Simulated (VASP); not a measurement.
Ta, 1 atom in the cell. It takes space group Im-3m (No. 229, cubic). Conventional cell: a = 3.321 Å, b = 3.321 Å, c = 3.321 Å, α = 90.00°, β = 90.00°, γ = 90.00°. Ta (site symmetry m-3m) has 14 Ta at 2.88 to 3.32 Å within 3.8 Å. 

* Program: VASP 6.6.1
* Task: single point
* Functional: PBE
* Potentials or basis: VASP PAW PBE potentials, release 64 (Ta_pv)
* Cutoff: 520 eV
* k mesh: 22 × 22 × 22
* Occupations: fermi-dirac, width 0.1 eV
* Spin: no spin polarisation
* Dipole correction: no
* Further INCAR settings: ALGO = Normal; EDIFF = 1e-06; NBANDS = 12

Potentials or basis: VASP PAW PBE potentials, release 64 (Ta_pv).

Command:

```console
$ cat potpaw_PBE.64/Ta_pv/POTCAR > POTCAR
$ mpirun -np 1 vasp_std > vasp.out
```

Hardware: 1 thread of Intel Xeon 6975P-C, on a shared host.

Question: How long does it take, and how much memory?

Answer: Wall time 27 s on 1 thread of Intel Xeon 6975P-C (shared host), peak memory 0.2 GiB. Counts: scf iterations 11, k points 328.
